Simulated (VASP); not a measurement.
Input of a VASP 6.6.1 run:

File INCAR:

```
ALGO     = Normal         # electronic algorithm
EDIFF    = 1E-7           # SCF threshold, eV
ENCUT    = 520            # plane-wave cutoff, eV
GGA      = RE             # functional
ISIF     = 2              # what is computed and relaxed
ISMEAR   = -1             # smearing method
IVDW     = 13             # dispersion correction
LASPH    = T              # aspherical terms in the spheres
LCHARG   = F              # write CHGCAR
LREAL    = F              # projectors in reciprocal space
LWAVE    = F              # write WAVECAR
NBANDS   = 20             # bands
NELM     = 60             # most SCF steps
PREC     = Accurate       # precision mode
SIGMA    = 0.05           # smearing width, eV
```

Contents of KPOINTS:

```
k-points
0
Gamma
  8 8 5
```

Contents of POSCAR:

```
SnSe2
1.0
    3.8265602460      0.0000000000      0.0000000000
   -1.9132801230      3.3138983821      0.0000000000
    0.0000000000      0.0000000000      5.9014259234
Sn Se
1 2
Direct
    0.0000000000      0.0000000000      0.0000000000
    0.6666666667      0.3333333333      0.7299054106
    0.3333333333      0.6666666667      0.2700945894
```

Potentials or basis: VASP PAW PBE potentials, release 64 (Sn_d, Se).

The run is started by

```sh
$ cat potpaw_PBE.64/Sn_d/POTCAR potpaw_PBE.64/Se/POTCAR > POTCAR
$ mpirun -np 1 vasp_std > vasp.out
```

Question: What does it give for the largest force?

Answer: 0.016 eV/Å.

Question: Estimate the pressure.

Answer: 0.1 GPa.

Forces on the atoms (eV/Å):
```
Sn   0.000  0.000  0.000
Se   0.000  0.000 -0.016
Se   0.000  0.000  0.016
```

Caveat: the PAW data sets were made with another functional, which shifts forces and pressure a little.
